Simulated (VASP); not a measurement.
Wanted: the native input for a VASP 6.6.1 run.

```yaml
Task: single point
Functional: PBE
Potentials_or_basis: VASP PAW PBE potentials, release 64 (Sc_sv)
Cutoff: 520 eV
k_mesh: 10 × 10 × 10
Occupations: fermi-dirac, width 0.05 eV
Spin: no spin polarisation
Dipole_correction: no
Further_INCAR_settings: ALGO = Normal; EDIFF = 1e-07; NBANDS = 12
```

The structure of Sc lies in POSCAR:

```
Sc
1.0
    3.1586866249      0.0000000000      0.0000000000
    1.4818065941      2.8057015597      0.0000000000
    1.5280587111      0.9139257167      2.6380392241
Sc
1
Direct
    0.0000000000      0.0000000000      0.0000000000
```

The input as run:

INCAR

```
SYSTEM = Sc
  PREC = Accurate
  ENCUT = 520
  EDIFF = 1E-7
  ISMEAR = -1
  SIGMA = 0.05
  LREAL = .False.
  LASPH = .True.
  NELM = 100
  ALGO = Normal
  ISIF = 2
  LWAVE = .False.
  LCHARG = .True.
  GGA = PE
  LELF = .True.
  LVHAR = .True.
  NBANDS = 12
```

KPOINTS

```
regular mesh
0
Gamma
  10 10 10
  0 0 0
```

Potentials or basis: VASP PAW PBE potentials, release 64 (Sc_sv).

The run is started by

```bash
$ cat potpaw_PBE.64/Sc_sv/POTCAR > POTCAR
$ mpirun -np 1 vasp_std > vasp.out
```

Results of the run:

```
Pressure               : 3.1 GPa
Band gap on the k mesh : zero (an odd number of electrons rules out a gap without spin polarisation)
```

Caveat: the cell stands under pressure.

It took 84 s on 1 thread of AMD EPYC 7R13 Processor (Zen 3), on a shared host, peak memory 0.22 GiB.
